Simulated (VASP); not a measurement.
Al:

```xyz
1
Lattice="-1.5912 1.5912 1.5912 1.5912 -1.5912 1.5912 1.5912 1.5912 -1.5912" Properties=species:S:1:pos:R:3 pbc="T T T"
Al    0.0000    0.0000    0.0000
```

* Program: VASP 6.6.1
* Task: relaxation of cell and atoms
* Functional: BLYP
* Potentials or basis: VASP PAW PBE potentials, release 64 (Al)
* Cutoff: 600 eV
* k mesh: 12 × 12 × 12
* Occupations: fermi-dirac, width 0.05 eV
* Spin: no spin polarisation

At the start: pressure 7.8 GPa; volume 16.12 Å³/atom.

Q: How do energy, volume and symmetry change on relaxing?

A: Over 3 steps the energy falls by 45.1 meV/atom and the volume is 18.23 Å³/atom (+13.1 %); space group Im-3m (No. 229, to 0.05 Å).

Step by step:
| step | energy change (eV) | largest force (eV/Å) | pressure (GPa) | volume (Å³) |
| --- | --- | --- | --- | --- |
| 1 | 0.0000 | 0.0000 | 7.77 | 16.12 |
| 2 | -0.0447 | 0.0000 | 0.54 | 18.01 |
| 3 | -0.0451 | 0.0000 | -0.05 | 18.23 |

Final structure:
```xyz
1
Lattice="-1.6580 1.6580 1.6580 1.6580 -1.6580 1.6580 1.6580 1.6580 -1.6580" Properties=species:S:1:pos:R:3 pbc="T T T"
Al    0.0000    0.0000    0.0000
```

Caveat: the PAW data sets were made with another functional, which shifts forces and pressure a little.
